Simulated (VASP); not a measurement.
Here is a VASP 6.6.1 calculation.

The input INCAR:

```
SYSTEM = SiC
ALGO = Normal
EDIFF = 1E-7
ENCUT = 520
GGA = PE
ISIF = 2
ISMEAR = -1
LASPH = .True.
LCHARG = .True.
LELF = .True.
LREAL = .False.
LVHAR = .True.
LWAVE = .False.
NBANDS = 36
NELM = 80
PREC = Accurate
SIGMA = 0.05
```

File KPOINTS:

```
k-points
0
Gamma
  10 10 2
  0 0 0
```

The input POSCAR:

```
SiC
1.0
    3.1557016854      0.0000000000      0.0000000000
   -1.5778508427      2.7329178263      0.0000000000
    0.0000000000      0.0000000000     15.4675265161
Si C
6 6
Direct
    0.6666666667      0.3333333333      0.4583000000
    0.3333333333      0.6666666667      0.9583000000
    0.6666666667      0.3333333333      0.7917000000
    0.3333333333      0.6666666667      0.2917000000
    0.0000000000      0.0000000000      0.6250000000
    0.0000000000      0.0000000000      0.1250000000
    0.6666666667      0.3333333333      0.3333000000
    0.3333333333      0.6666666667      0.8333000000
    0.6666666667      0.3333333333      0.6667000000
    0.3333333333      0.6666666667      0.1667000000
    0.0000000000      0.0000000000      0.5000000000
    0.0000000000      0.0000000000      0.0000000000
```

Potentials or basis: VASP PAW PBE potentials, release 64 (Si, C).

Launch:

```console
$ cat potpaw_PBE.64/Si/POTCAR potpaw_PBE.64/C/POTCAR > POTCAR
$ mpirun -np 1 vasp_std > vasp.out
```

Estimate the band gap on the k mesh.

2.04 eV, indirect (least direct gap 3.11 eV).

Estimate the largest force.

0.133 eV/Å.

What does it give for the pressure?

-10.9 GPa.

Forces in eV/Å, atoms in the order of the input:
```
Si   0.000  0.000  0.046
Si   0.000  0.000  0.046
Si   0.000  0.000  0.020
Si   0.000  0.000  0.020
Si   0.000  0.000  0.045
Si   0.000  0.000  0.045
C    0.000  0.000 -0.012
C    0.000  0.000 -0.012
C    0.000  0.000  0.033
C    0.000  0.000  0.033
C    0.000  0.000 -0.133
C    0.000  0.000 -0.133
```

A k mesh can miss the band edges. As with any semilocal functional, this PBE gap is likely too small.
